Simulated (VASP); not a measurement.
Here is a VASP 6.6.1 calculation.

INCAR

```
SYSTEM = HfO2
  PREC = Accurate
  ENCUT = 520
  EDIFF = 1E-7
  ISMEAR = 0
  SIGMA = 0.05
  LREAL = .FALSE.
  LASPH = .TRUE.
  NELM = 80
  ALGO = Normal
  ISIF = 2
  LWAVE = .FALSE.
  LCHARG = .FALSE.
  GGA = PS
  NBANDS = 31
```

KPOINTS

```
Automatic mesh
0
G
  6 6 8
  0 0 0
```

File POSCAR:

```
HfO2
1.0
    4.7906880046      0.0000000000      0.0000000000
    0.0000000000      4.7906880046      0.0000000000
    0.0000000000      0.0000000000      3.1835383791
Hf O
2 4
Direct
    0.0000000000      0.0000000000      0.0000000000
    0.5000000000      0.5000000000      0.5000000000
    0.1949828631      0.8050171369      0.5000000000
    0.3050171369      0.3050171369      0.0000000000
    0.6949828631      0.6949828631      0.0000000000
    0.8050171369      0.1949828631      0.5000000000
```

Potentials or basis: VASP PAW PBE potentials, release 64 (Hf_pv, O).

Command:

```console
$ cat potpaw_PBE.64/Hf_pv/POTCAR potpaw_PBE.64/O/POTCAR > POTCAR
$ mpirun -np 1 vasp_std > vasp.out
```

(1) Estimate the band gap on the k mesh.

(2) What does it give for the largest force?

## Answers

(1) 3.93 eV.

(2) 0.034 eV/Å.

Caveat: the PAW data sets were made with another functional, which shifts forces and pressure a little; spin-orbit coupling is left out, which moves the levels of the heavy elements.
